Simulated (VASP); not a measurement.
Runs of VASP 6.6.1 on ScHg. The structure is that of space group Pm-3m (No. 221), or close to it. The cells are those of the table. 

| cell | gap on the mesh (eV) | pressure (GPa) |
| --- | --- | --- |
| a = 3.480 Å, 2 atoms | none | (a) |
| a = 3.457 Å, 2 atoms | none | -1.9 |
| a = 3.409 Å, 2 atoms | none | 2.2 |
| a = 3.548 Å, 2 atoms | none | -7.7 |
| a = 3.526 Å, 2 atoms | none | (b) |
| a = 3.433 Å, 2 atoms | none | 0.0 |
| a = 3.503 Å, 2 atoms | none | -5.1 |

Alike in all rows: task single point; level LDA; potentials or basis VASP PAW LDA potentials, release 64 (Sc_sv, Hg); no spin polarisation; k mesh 8 × 8 × 8; cutoff (eV) 520; smearing methfessel-paxton 0.1 eV.

Fill in the values left out.

(a) -3.6; (b) -6.4.

Caveats: spin-orbit coupling is left out, which moves the levels of the heavy elements.

A k mesh can miss the band edges, and the runs leave out spin-orbit coupling on Hg.

A gap of «none» marks levels without a gap at the run's occupations.
